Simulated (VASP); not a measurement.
Runs of VASP 6.6.1 on Si3N4. The structure is that of space group P6_3/m (No. 176), or close to it. The cells are those of the table. 

```csv
cell,gap on the mesh (eV),pressure (GPa)
"a = 7.861, b = 7.861, c = 2.914 Å, angles 90.0, 90.0, 120.0°, 14 atoms",4.17,-9.9
"a = 7.775, b = 7.775, c = 2.899 Å, angles 90.0, 90.0, 120.0°, 14 atoms",(a),(b)
"a = 7.664, b = 7.664, c = 2.926 Å, angles 90.0, 90.0, 120.0°, 14 atoms",4.25,-0.3
"a = 7.608, b = 7.608, c = 2.911 Å, angles 90.0, 90.0, 120.0°, 14 atoms",(c),4.5
```

Alike in all rows: task single point; level PBE; potentials or basis VASP PAW PBE potentials, release 64 (Si, N); no spin polarisation; k mesh 3 × 3 × 7; cutoff (eV) 520; smearing gaussian 0.01 eV.

Problem. Fill in the values left out.

Solution. (a) 4.34; (b) -4.5; (c) 4.30.

A k mesh can miss the band edges.
